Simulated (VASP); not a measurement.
# Na (Fd-3m) in VASP: a series of runs

The runs below take Na through single point, with PBE.

Everything below comes from runs of VASP 6.6.1. Logs are shortened: lines on timing, memory, paths and dates and some standing lists are left out, and cuts for length are marked.

## 1. The cell of the first run

The structure is cubic, space group Fd-3m (No. 227). The conventional cell has a = 7.139 Å, b = 7.139 Å, c = 7.139 Å, α = 90.00°, β = 90.00°, γ = 90.00°. Within 4.1 Å of Na (site symmetry -43m) lie 4 Na at 3.09 Å.

## 2. Single point, PBE (volume scaled by 0.84)

INCAR reads:

```
SYSTEM = Na
PREC     = Accurate       ! precision mode
ENCUT    = 520            ! plane-wave cutoff, eV
EDIFF    = 1E-6           ! SCF threshold, eV
ISMEAR   = -1             ! smearing method
SIGMA    = 0.05           ! smearing width, eV
LREAL    = .FALSE.        ! projectors in reciprocal space
LASPH    = .TRUE.         ! aspherical terms in the spheres
NELM     = 80             ! most SCF steps
ALGO     = Normal         ! electronic algorithm
ISIF     = 2              ! what is computed and relaxed
LWAVE    = .FALSE.        ! write WAVECAR
LCHARG   = .FALSE.        ! write CHGCAR
GGA      = PE             ! functional
NBANDS   = 14             ! bands
```

KPOINTS reads:

```
regular mesh
0
G
  9 9 9
  0 0 0
```

POSCAR reads:

```
Na
1.0
    0.0000000000      3.5694271169      3.5694271169
    3.5694271169      0.0000000000      3.5694271169
    3.5694271169      3.5694271169      0.0000000000
Na
2
Direct
   -0.1250000000     -0.1250000000     -0.1250000000
    0.1250000000      0.1250000000      0.1250000000
```

Potentials or basis: VASP PAW PBE potentials, release 64 (Na_pv).

On the command line:

```sh
$ cat potpaw_PBE.64/Na_pv/POTCAR > POTCAR
$ mpirun -np 1 vasp_std > vasp.out
```

OUTCAR:

```text
SYSTEM = Na
   PREC = Accurate
   ENCUT = 520
   EDIFF = 1E-6
   ISMEAR = -1
   LREAL = .FALSE.
   LASPH = .TRUE.
   NELM = 80
   ISIF = 2
   GGA = PE

 ion  position               nearest neighbor table
   1  0.875  0.875  0.875-
   2  0.125  0.125  0.125-

  LATTYP: Found a face centered cubic cell.
 ALAT       =     7.1388542338

  Lattice vectors:

 A1 = (   0.0000000000,   3.5694271169,   3.5694271169)
 A2 = (   3.5694271169,   0.0000000000,   3.5694271169)
 A3 = (   3.5694271169,   3.5694271169,   0.0000000000)

Analysis of symmetry for initial positions (statically):
=====================================================================
 Subroutine PRICEL returns:
 Original cell was already a primitive cell.

 Routine SETGRP: Setting up the symmetry group for a
 face centered cubic supercell.

 Subroutine GETGRP returns: Found 48 space group operations
 (whereof 12 operations were pure point group operations)
 out of a pool of 48 trial point group operations.

The static configuration has the point symmetry D_3d.
 The point group associated with its full space group is O_h .

Analysis of symmetry for dynamics (positions and initial velocities):
=====================================================================
 Subroutine PRICEL returns:
 Original cell was already a primitive cell.

 Routine SETGRP: Setting up the symmetry group for a
 face centered cubic supercell.

 Subroutine GETGRP returns: Found 48 space group operations
 (whereof 12 operations were pure point group operations)
 out of a pool of 48 trial point group operations.

The dynamic configuration has the point symmetry D_3d.
 The point group associated with its full space group is O_h .

 Subroutine INISYM returns: Found 48 space group operations
 (whereof 12 operations are pure point group operations),
 and found     1 'primitive' translations

----------------------------------------------------------------------------------------

                                     Primitive cell

  volume of cell :      90.9548

  direct lattice vectors                    reciprocal lattice vectors
     0.000000000  3.569427117  3.569427117    -0.140078501  0.140078501  0.140078501
     3.569427117  0.000000000  3.569427117     0.140078501 -0.140078501  0.140078501
     3.569427117  3.569427117  0.000000000     0.140078501  0.140078501 -0.140078501

  length of vectors
[... 83 lines left out ...]
   LREAL  =      F    real-space projection
   EDIFFG = 0.1E-04   stopping-criterion for IOM
   NSW    =      0    number of steps for IOM
   IBRION =     -1    ionic relax: 0-MD 1-quasi-New 2-CG
   NFREE  =      0    steps in history (QN), initial steepest desc. (CG)
   ISIF   =      2    stress and relaxation
   ISYM   =      2    0-nonsym 1-usesym 2-fastsym
   POTIM  = 0.5000    time-step for ionic-motion
   TEBEG  =    0.0;   TEEND  =   0.0 temperature during run
   PSTRESS=    0.0 pullay stress
   NELECT =      14.0000    total number of electrons
   NUPDOWN=      -1.0000    fix difference up-down
   EMIN   =  10.00;   EMAX   =-10.00  energy-range for DOS
   EFERMI =   0.00;   METHOD = LEGACY
   ISMEAR =    -1;   SIGMA  =   0.05  broadening in eV -4-tet -1-fermi 0-gaus
   EFERMI_NEDOS =   21; number of points for ismear=-14 and -15
   IALGO  =     38    algorithm
   IMIX   =      4    mixing-type and parameters
     AMIX     =   0.40;   BMIX     =  1.00
     AMIX_MAG =   1.60;   BMIX_MAG =  1.00
  volume/ion in A,a.u.               =      45.48       306.90
  Fermi-wavevector in a.u.,A,eV,Ry     =   0.877356  1.657962 10.473124  0.769753
  Thomas-Fermi vector in A             =   1.997293
   LORBIT       =      0    0 simple, 1 ext, 2 COOP (PROOUT), +10 PAW based schemes
   GGA     = PE    functional components
   LHFCALC =     F    Hartree Fock is set to
   AEXX    =    0.0000 exact exchange contribution
   IVDW    =     0    specifies the selected vdW correction
   LEPSILON=     F    determine dielectric tensor
   LRPA    =     F    only Hartree local field effects (RPA)
 non-spin polarized calculation
  energy-cutoff  :      520.00
  volume of cell :       90.95
 maximum number of plane-waves:      2473
 NGX is ok and might be reduce to    40
   NGX = 19   NGY = 19   NGZ = 19

 number of electron      13.9999994 magnetization

 Free energy of the ion-electron system (eV)
  ---------------------------------------------------
  ext. energy  EPLUGINS =         0.00000000
  ---------------------------------------------------
  free energy    TOTEN  =        -1.91625100 eV

  energy without entropy =       -1.90881221  energy(sigma->0) =       -1.91253161

 E-fermi :  -0.1850     XC(G=0):  -5.9244

 val. band max:       -0.1872631292   @ k =  -0.3333   0.4444   0.2222
 cond. band min:      -0.0594550299   @ k =  -0.4444   0.4444   0.0000
 fundamental gap:      0.1278080993
 Fermi energy:        -0.1849684448

 k-point     1 :       0.0000    0.0000    0.0000
  band No.  band energies     occupation
      1     -25.6304      2.00000
      2     -25.6304      2.00000
      3     -25.6304      2.00000
      4     -25.5729      2.00000
      5     -25.5729      2.00000
      6     -25.5729      2.00000
      7      -3.0715      2.00000
      8       4.9586      0.00000
      9       4.9586      0.00000
     10       4.9586      0.00000
     11       5.2296      0.00000
     12       5.2296      0.00000
     13       5.2296      0.00000
     14       7.2714      0.00000
[... 377 lines left out ...]
      1     -25.6430      2.00000
      2     -25.6429      2.00000
      3     -25.6076      2.00000
      4     -25.5977      2.00000
      5     -25.5610      2.00000
      6     -25.5610      2.00000
      7      -0.7291      1.99996
      8       0.5486      0.00000
      9       2.5031      0.00000
     10       2.5031      0.00000
     11       3.1492      0.00000
     12       3.1525      0.00000
     13       9.7668      0.00000
     14      10.0316      0.00000

 [... further k-points ...]
[... 5 lines left out ...]
  --------------------------------------------------------------------------------------
  -------------------------------------------------------------------------------------
  Total        0.4061586      0.4061586      0.4061586      0.0000000     -0.0000000      0.0000000
  in kB        7.1545223      7.1545223      7.1545223      0.0000000     -0.0000000      0.0000000
  external PRESSURE =       7.1545223 kB  Pullay stress =       0.0000000 kB

 VOLUME and BASIS-vectors are now :
 -----------------------------------------------------------------------------
  energy-cutoff  :      520.00
  volume of cell :       90.95
      direct lattice vectors                 reciprocal lattice vectors
     0.000000000  3.569427117  3.569427117    -0.140078501  0.140078501  0.140078501
     3.569427117  0.000000000  3.569427117     0.140078501 -0.140078501  0.140078501
     3.569427117  3.569427117  0.000000000     0.140078501  0.140078501 -0.140078501

 POSITION                                       TOTAL-FORCE (eV/Angst)
 -----------------------------------------------------------------------------------
      6.24650      6.24650      6.24650         0.000000      0.000000      0.000000
      0.89236      0.89236      0.89236        -0.000000     -0.000000     -0.000000
 -----------------------------------------------------------------------------------
    total drift:                                0.000000      0.000000     -0.000000

  FREE ENERGIE OF THE ION-ELECTRON SYSTEM (eV)
  ---------------------------------------------------
  free  energy   TOTEN  =        -1.9162510016 eV

  energy  without entropy=       -1.9088122086  energy(sigma->0) =       -1.91253161
```

OSZICAR:

```text
N       E                     dE             d eps       ncg     rms          rms(c)
DAV:   1     0.930263679103E+02    0.93026E+02   -0.73585E+03   988   0.895E+02
DAV:   2     0.172794958650E+01   -0.91298E+02   -0.90592E+02   998   0.259E+02
DAV:   3    -0.186763529507E+01   -0.35956E+01   -0.35929E+01  1268   0.601E+01
DAV:   4    -0.192054891437E+01   -0.52914E-01   -0.52912E-01  1100   0.780E+00
DAV:   5    -0.192181495264E+01   -0.12660E-02   -0.12660E-02  1286   0.123E+00    0.225E-01
DAV:   6    -0.191863105498E+01    0.31839E-02   -0.13225E-03  1356   0.390E-01    0.146E-01
DAV:   7    -0.191625895988E+01    0.23721E-02   -0.27274E-03  1374   0.412E-01    0.228E-02
DAV:   8    -0.191625072711E+01    0.82328E-05   -0.24854E-04  1202   0.219E-01    0.496E-03
DAV:   9    -0.191625100156E+01   -0.27445E-06   -0.40999E-06  1256   0.278E-02
   1 F= -.19162510E+01 E0= -.19125316E+01  d E =-.743879E-02
```

stdout:

```text
POSCAR found type information on POSCAR Na
 POSCAR found :  1 types and       2 ions
 scaLAPACK will be used
 LDA part: xc-table for (Slater+PW92), standard interpolation
 POSCAR, INCAR and KPOINTS ok, starting setup
 FFT: planning ... GRIDC
 FFT: planning ... GRID_SOFT
 FFT: planning ... GRID
 WAVECAR not read
 entering main loop
```

It took 38 s on 1 thread of Intel Xeon Platinum 8488C (Sapphire Rapids), shared host; peak memory 0.23 GiB.

Results:

```yaml
Free_energy: -1.9163 eV
Pressure: 0.7 GPa
Band_gap_on_the_k_mesh: zero (band 7 reaches 0.14 eV, above the bottom of band 8 at -0.48 eV)
```

## 3. Single point, PBE (volume scaled by 0.92)

INCAR reads:

```
SYSTEM = Na
PREC = Accurate ; ENCUT = 520
EDIFF = 1E-6 ; ISMEAR = -1
SIGMA = 0.05 ; LREAL = .FALSE.
LASPH = .TRUE. ; NELM = 80
ALGO = Normal ; ISIF = 2
LWAVE = .FALSE. ; LCHARG = .TRUE.
GGA = PE ; LELF = .TRUE.
LVHAR = .TRUE. ; NBANDS = 14
```

KPOINTS reads:

```
Automatic mesh
0
G
  9 9 9
  0 0 0
```

POSCAR reads:

```
Na
1.0
    0.0000000000      3.6793239922      3.6793239922
    3.6793239922      0.0000000000      3.6793239922
    3.6793239922      3.6793239922      0.0000000000
Na
2
Direct
   -0.1250000000     -0.1250000000     -0.1250000000
    0.1250000000      0.1250000000      0.1250000000
```

Potentials or basis: VASP PAW PBE potentials, release 64 (Na_pv).

On the command line:

```sh
$ cat potpaw_PBE.64/Na_pv/POTCAR > POTCAR
$ mpirun -np 1 vasp_std > vasp.out
```

It took 34 s on 1 thread of Intel Xeon Platinum 8488C (Sapphire Rapids), shared host; peak memory 0.23 GiB.

Results (log left out):

* Free energy: -1.9441 eV
* Pressure: 0.3 GPa
* Band gap on the k mesh: zero (band 7 reaches -0.15 eV, above the bottom of band 8 at -0.64 eV)

Levels at points of the mesh, in eV from the Fermi level:
```tsv
k point	band 5	band 6	band 7	band 8	band 9	band 10
(0.00, 0.00, 0.00)	-25.39	-25.39	-2.72	4.84	4.84	4.84
```
